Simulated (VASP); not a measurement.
# Au (I4/mmm) in VASP: notebook

Au is run at these levels: PBEsol; tasks: single point.

Everything below comes from runs of VASP 6.6.1. Logs are shortened: lines on timing, memory, paths and dates and some standing lists are left out, and cuts for length are marked.

### Step 1. The cell of the first run

The structure is tetragonal, space group I4/mmm (No. 139). Conventional cell: a = 2.661 Å, b = 2.661 Å, c = 4.418 Å, α = 90.00°, β = 90.00°, γ = 90.00°. Within 3.5 Å of Au (site symmetry 4/mmm) lie 12 Au at 2.66 to 2.90 Å.

### Step 2. Single point, PBEsol (strain -0.080 along x and y, +0.080 along z)

INCAR reads:

```
  PREC = Accurate
  ENCUT = 520
  EDIFF = 1E-6
  ISMEAR = 0
  SIGMA = 0.15
  LREAL = False
  LASPH = True
  NELM = 100
  ALGO = Fast
  ISIF = 2
  LWAVE = False
  LCHARG = True
  GGA = PS
  LELF = True
  LVHAR = True
  NBANDS = 12
```

KPOINTS reads:

```
Automatic mesh
0
Gamma
  20 20 20
```

POSCAR reads:

```
Au
1.0
    0.0000000000      1.8818600000      2.2091400000
    1.8818600000      0.0000000000      2.2091400000
    1.8818600000      1.8818600000      0.0000000000
Au
1
Direct
    0.0000000000      0.0000000000      0.0000000000
```

Potentials or basis: VASP PAW PBE potentials, release 64 (Au).

Command:

```bash
> cat potpaw_PBE.64/Au/POTCAR > POTCAR
> mpirun -np 1 vasp_std > vasp.out
```

OUTCAR:

```text
PREC = Accurate
   ENCUT = 520
   EDIFF = 1E-6
   ISMEAR = 0
   LREAL = False
   LASPH = True
   NELM = 100
   ISIF = 2
   GGA = PS

 ion  position               nearest neighbor table
   1  0.000  0.000  0.000-

  LATTYP: Found a body centered tetragonal cell.
 ALAT       =     2.6613519345
 C/A-ratio  =     1.6601637471

  Lattice vectors:

 A1 = (  -1.8818600000,   0.0000000000,   2.2091400000)
 A2 = (   1.8818600000,   0.0000000000,   2.2091400000)
 A3 = (   0.0000000000,   1.8818600000,  -2.2091400000)

Analysis of symmetry for initial positions (statically):
=====================================================================
 Subroutine PRICEL returns:
 Original cell was already a primitive cell.

 Routine SETGRP: Setting up the symmetry group for a
 body centered tetragonal supercell.

 Subroutine GETGRP returns: Found 16 space group operations
 (whereof 16 operations were pure point group operations)
 out of a pool of 16 trial point group operations.

The static configuration has the point symmetry D_4h.

Analysis of symmetry for dynamics (positions and initial velocities):
=====================================================================
 Subroutine PRICEL returns:
 Original cell was already a primitive cell.

 Routine SETGRP: Setting up the symmetry group for a
 body centered tetragonal supercell.

 Subroutine GETGRP returns: Found 16 space group operations
 (whereof 16 operations were pure point group operations)
 out of a pool of 16 trial point group operations.

The dynamic configuration has the point symmetry D_4h.

 Subroutine INISYM returns: Found 16 space group operations
 (whereof 16 operations are pure point group operations),
 and found     1 'primitive' translations

----------------------------------------------------------------------------------------

                                     Primitive cell

  volume of cell :      15.6469

  direct lattice vectors                    reciprocal lattice vectors
     0.000000000  1.881860000  2.209140000    -0.265694579  0.265694579  0.226332419
     1.881860000  0.000000000  2.209140000     0.265694579 -0.265694579  0.226332419
     1.881860000  1.881860000  0.000000000     0.265694579  0.265694579 -0.226332419

  length of vectors
     2.902015954  2.902015954  2.661351934     0.438649726  0.438649726  0.438649726

  position of ions in fractional coordinates (direct lattice)
     0.000000000  0.000000000  0.000000000

  ion indices of the primitive-cell ions
   primitive index   ion index
                 1           1

----------------------------------------------------------------------------------------

 KPOINTS: Automatic mesh

Automatic generation of k-mesh.
 Grid dimensions read from file:
 generate k-points for:   20   20   20

 Generating k-lattice:

  Cartesian coordinates                     Fractional coordinates (reciprocal lattice)
    -0.013284729  0.013284729  0.011316621     0.050000000 -0.000000000  0.000000000
     0.013284729 -0.013284729  0.011316621    -0.000000000  0.050000000  0.000000000
     0.013284729  0.013284729 -0.011316621     0.000000000  0.000000000  0.050000000

  Length of vectors
     0.021932486  0.021932486  0.021932486

  Shift w.r.t. Gamma in fractional coordinates (k-lattice)
     0.000000000  0.000000000  0.000000000

 Subroutine IBZKPT returns following result:
 ===========================================

 Found    641 irreducible k-points:

 Following reciprocal coordinates:
            Coordinates               Weight
  0.000000  0.000000  0.000000      1.000000
  0.050000 -0.000000  0.000000      8.000000
  0.100000 -0.000000  0.000000      8.000000
  0.150000 -0.000000  0.000000      8.000000
  0.200000 -0.000000  0.000000      8.000000
  0.250000 -0.000000  0.000000      8.000000
[... 16 lines left out ...]
 -0.400000  0.050000  0.000000      8.000000
 -0.350000  0.050000  0.000000      8.000000
 [... further k-points ...]
   k-points           NKPTS =    641   k-points in BZ     NKDIM =    641   number of bands    NBANDS=     12
   number of dos      NEDOS =    301   number of ions     NIONS =      1
   total plane-waves  NPLWV =  11520
   dimension x,y,z NGX =    24 NGY =   24 NGZ =   20
   dimension x,y,z NGXF=    48 NGYF=   48 NGZF=   40
   ions per type =               1
   NGX,Y,Z   is equivalent  to a cutoff of  13.75, 13.75, 12.49 a.u.
   NGXF,Y,Z  is equivalent  to a cutoff of  27.50, 27.50, 24.99 a.u.
 SYSTEM =  unknown system
   PREC   = accura    normal or accurate (medium, high low for compatibility)
   ISTART =      0    job   : 0-new  1-cont  2-samecut
   ICHARG =      2    charge: 1-file 2-atom 10-const
   ISPIN  =      1    spin polarized calculation?
   LNONCOLLINEAR =      F non collinear calculations
   LSORBIT =      F    spin-orbit coupling
   LASPH  =      T    aspherical Exc in radial PAW
   ENCUT  =  520.0 eV  38.22 Ry    6.18 a.u.   5.40  5.40  4.95*2*pi/ulx,y,z
   NELM   =    100;   NELMIN=  2; NELMDL= -5     # of ELM steps
   EDIFF  = 0.1E-05   stopping-criterion for ELM
   LREAL  =      F    real-space projection
   EDIFFG = 0.1E-04   stopping-criterion for IOM
   NSW    =      0    number of steps for IOM
   IBRION =     -1    ionic relax: 0-MD 1-quasi-New 2-CG
   NFREE  =      0    steps in history (QN), initial steepest desc. (CG)
   ISIF   =      2    stress and relaxation
   ISYM   =      2    0-nonsym 1-usesym 2-fastsym
   POTIM  = 0.5000    time-step for ionic-motion
   TEBEG  =    0.0;   TEEND  =   0.0 temperature during run
   PSTRESS=    0.0 pullay stress
   NELECT =      11.0000    total number of electrons
   NUPDOWN=      -1.0000    fix difference up-down
   EMIN   =  10.00;   EMAX   =-10.00  energy-range for DOS
   EFERMI =   0.00;   METHOD = LEGACY
   ISMEAR =     0;   SIGMA  =   0.15  broadening in eV -4-tet -1-fermi 0-gaus
   EFERMI_NEDOS =   21; number of points for ismear=-14 and -15
   IALGO  =     68    algorithm
   IMIX   =      4    mixing-type and parameters
     AMIX     =   0.40;   BMIX     =  1.00
     AMIX_MAG =   1.60;   BMIX_MAG =  1.00
  volume/ion in A,a.u.               =      15.65       105.59
  Fermi-wavevector in a.u.,A,eV,Ry     =   1.455671  2.750819 28.830430  2.118977
  Thomas-Fermi vector in A             =   2.572678
   LORBIT       =      0    0 simple, 1 ext, 2 COOP (PROOUT), +10 PAW based schemes
   GGA     = PS    functional components
   LHFCALC =     F    Hartree Fock is set to
   AEXX    =    0.0000 exact exchange contribution
   IVDW    =     0    specifies the selected vdW correction
   LEPSILON=     F    determine dielectric tensor
   LRPA    =     F    only Hartree local field effects (RPA)
 non-spin polarized calculation
 RMM-DIIS sequential band-by-band and
 Gauss-broadening in eV      SIGMA  =   0.15
  energy-cutoff  :      520.00
  volume of cell :       15.65
 maximum number of plane-waves:       431
 NGX is ok and might be reduce to    24
   NGX = 11   NGY = 11   NGZ =  9

 number of electron      11.0000001 magnetization

 Free energy of the ion-electron system (eV)
  ---------------------------------------------------
  ext. energy  EPLUGINS =         0.00000000
  ---------------------------------------------------
  free energy    TOTEN  =        -3.79197931 eV

  energy without entropy =       -3.78899538  energy(sigma->0) =       -3.79048735

 E-fermi :  10.7884     XC(G=0): -13.3895

 val. band max:       10.7843596485   @ k =   0.4500  -0.0000   0.2000
 cond. band min:      10.7977235773   @ k =  -0.4500   0.0000   0.1000
 fundamental gap:      0.0133639288
 Fermi energy:        10.7883851274

 k-point     1 :       0.0000    0.0000    0.0000
  band No.  band energies     occupation
      1      -0.0842      2.00000
      2       4.4933      2.00000
      3       6.2761      2.00000
      4       6.2862      2.00000
      5       6.2862      2.00000
      6       8.2456      2.00000
      7      25.5240      0.00000
      8      27.4796      0.00000
      9      30.7130      0.00000
     10      30.7130      0.00000
     11      35.1581      0.00000
     12      37.5719      0.00000

 k-point     2 :       0.0500   -0.0000    0.0000
  band No.  band energies     occupation
      1       0.0119      2.00000
      2       4.5257      2.00000
      3       6.2275      2.00000
      4       6.3029      2.00000
      5       6.3180      2.00000
      6       8.2079      2.00000
      7      25.6433      0.00000
      8      27.5135      0.00000
      9      30.1553      0.00000
     10      30.8477      0.00000
     11      35.6712      0.00000
     12      36.5586      0.00000

 k-point     3 :       0.1000   -0.0000    0.0000
  band No.  band energies     occupation
      1       0.2933      2.00000
      2       4.6147      2.00000
      3       6.0717      2.00000
      4       6.3862      2.00000
      5       6.4078      2.00000
      6       8.1042      2.00000
      7      25.9476      0.00000
      8      27.3523      0.00000
      9      29.3135      0.00000
     10      31.2326      0.00000
     11      34.4159      0.00000
     12      37.3007      0.00000

 k-point     4 :       0.1500   -0.0000    0.0000
  band No.  band energies     occupation
      1       0.7368      2.00000
      2       4.7427      2.00000
      3       5.8510      2.00000
      4       6.5357      2.00000
      5       6.5559      2.00000
      6       7.9645      2.00000
      7      26.0390      0.00000
      8      26.5461      0.00000
      9      29.3419      0.00000
     10      31.8016      0.00000
     11      32.7975      0.00000
     12      37.5036      0.00000

 k-point     5 :       0.2000   -0.0000    0.0000
  band No.  band energies     occupation
      1       1.2919      2.00000
      2       4.9041      2.00000
      3       5.6180      2.00000
      4       6.6587      2.00000
      5       6.8371      2.00000
      6       7.8440      2.00000
      7      24.5414      0.00000
      8      26.4809      0.00000
      9      29.9819      0.00000
     10      31.7854      0.00000
     11      32.3985      0.00000
     12      36.0634      0.00000
[... 228 lines left out ...]
      1       2.7021      2.00000
      2       4.7704      2.00000
      3       6.3511      2.00000
      4       8.3575      2.00000
      5       8.4866      2.00000
      6       9.9214      2.00000
      7      14.6674      0.00000
      8      23.4107      0.00000
      9      28.0989      0.00000
     10      30.2858      0.00000
     11      34.5168      0.00000
     12      38.5081      0.00000

 k-point    22 :      -0.4500    0.0500    0.0000
  band No.  band energies     occupation
      1       2.7098      2.00000
      2       4.7896      2.00000
      3       6.3368      2.00000
      4       8.2122      2.00000
      5       8.4234      2.00000
      6      10.1072      2.00000
      7      14.7047      0.00000
      8      23.4107      0.00000
      9      27.9991      0.00000
     10      30.5696      0.00000
     11      34.3542      0.00000
     12      38.3916      0.00000

 k-point    23 :      -0.4000    0.0500    0.0000
  band No.  band energies     occupation
      1       2.7174      2.00000
      2       4.8407      2.00000
      3       6.3800      2.00000
      4       7.6228      2.00000
      5       8.2733      2.00000
      6       9.5931      2.00000
      7      15.9694      0.00000
      8      23.6872      0.00000
      9      28.2834      0.00000
     10      31.1484      0.00000
     11      33.8613      0.00000
     12      36.9822      0.00000

 k-point    24 :      -0.3500    0.0500    0.0000
  band No.  band energies     occupation
      1       2.6859      2.00000
      2       4.9179      2.00000
      3       6.4746      2.00000
      4       6.7893      2.00000
      5       8.0610      2.00000
      6       8.9314      2.00000
      7      17.7690      0.00000
      8      24.2010      0.00000
      9      28.9038      0.00000
     10      31.9925      0.00000
     11      33.1406      0.00000
     12      35.6608      0.00000

 [... further k-points ...]

------------------------ aborting loop because EDIFF is reached ----------------------------------------

  FORCE on cell =-STRESS in cart. coord.  units (eV):
  Direction    XX          YY          ZZ          XY          YZ          ZX
  --------------------------------------------------------------------------------------
  -------------------------------------------------------------------------------------
  Total        2.5523273      2.5523273      1.0153427      0.0000000      0.0000000     -0.0000000
  in kB      261.3479454    261.3479454    103.9669680      0.0000000      0.0000000     -0.0000000
  external PRESSURE =     208.8876196 kB  Pullay stress =       0.0000000 kB

 VOLUME and BASIS-vectors are now :
 -----------------------------------------------------------------------------
  energy-cutoff  :      520.00
  volume of cell :       15.65
      direct lattice vectors                 reciprocal lattice vectors
     0.000000000  1.881860000  2.209140000    -0.265694579  0.265694579  0.226332419
     1.881860000  0.000000000  2.209140000     0.265694579 -0.265694579  0.226332419
     1.881860000  1.881860000  0.000000000     0.265694579  0.265694579 -0.226332419

 POSITION                                       TOTAL-FORCE (eV/Angst)
 -----------------------------------------------------------------------------------
      0.00000      0.00000      0.00000        -0.000000      0.000000      0.000000
 -----------------------------------------------------------------------------------
    total drift:                                0.000000      0.000000     -0.000000

  FREE ENERGIE OF THE ION-ELECTRON SYSTEM (eV)
  ---------------------------------------------------
  free  energy   TOTEN  =        -3.7919793114 eV

  energy  without entropy=       -3.7889953822  energy(sigma->0) =       -3.79048735
```

It took 1.9 min on 1 thread of Intel Xeon 8259CL, shared host; peak memory 0.23 GiB.

What came out:

- Free energy: -3.7920 eV
- Pressure: 20.9 GPa
- Band gap on the k mesh: zero (an odd number of electrons rules out a gap without spin polarisation)

Caveat: the cell differs from its parent crystal (strain -0.080 along x and y, +0.080 along z); the cell stands under pressure; the PAW data sets were made with another functional, which shifts forces and pressure a little; spin-orbit coupling is left out, which moves the levels of the heavy elements.

[end of part 1 of 2]
